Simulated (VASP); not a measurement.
Input of a VASP 6.6.1 run:

The input POSCAR:

```
FeSi
1.0
    0.0000000000      2.6661684684      2.6661684684
    2.6661684684      0.0000000000      2.6661684684
    2.6661684684      2.6661684684      0.0000000000
Fe Si
1 1
Direct
    0.0000000000      0.0000000000      0.0000000000
    0.2500000000      0.2500000000      0.2500000000
```

File INCAR.step1:

```
SYSTEM = FeSi
ALGO = Normal
EDIFF = 1E-4
ENCUT = 520
GGA = PE
ISMEAR = -1
ISPIN = 2
LASPH = .TRUE.
LCHARG = .FALSE.
LMAXMIX = 4
LREAL = .FALSE.
LWAVE = .TRUE.
MAGMOM = 2.5 0
NBANDS = 17
NELM = 150
PREC = Accurate
SIGMA = 0.05
```

Contents of INCAR.step2:

```
SYSTEM = FeSi
ALGO = Normal
EDIFF = 1E-6
ENCUT = 520
ISIF = 2
ISMEAR = -1
ISPIN = 2
ISTART = 1
LASPH = .TRUE.
LCHARG = .FALSE.
LMAXMIX = 4
LMIXTAU = .TRUE.
LORBIT = 11
LREAL = .FALSE.
LWAVE = .FALSE.
MAGMOM = 2.5 0
METAGGA = R2SCAN
NBANDS = 17
NELM = 150
PREC = Accurate
SIGMA = 0.05
```

KPOINTS

```
k-points
0
G
  12 12 12
  0 0 0
```

Potentials or basis: VASP PAW PBE potentials, release 64 (Fe, Si).

Launch:

```sh
$ cat potpaw_PBE.64/Fe/POTCAR potpaw_PBE.64/Si/POTCAR > POTCAR
$ cp INCAR.step1 INCAR
$ mpirun -np 1 vasp_std > vasp.out
$ cp INCAR.step2 INCAR
$ mpirun -np 1 vasp_std > vasp.out
```

Q: Predict the net moment.

A: 2.27 μB per cell.

Q: Estimate the pressure.

A: -0.2 GPa.

Caveat: the PAW data sets were made with another functional, which shifts forces and pressure a little.
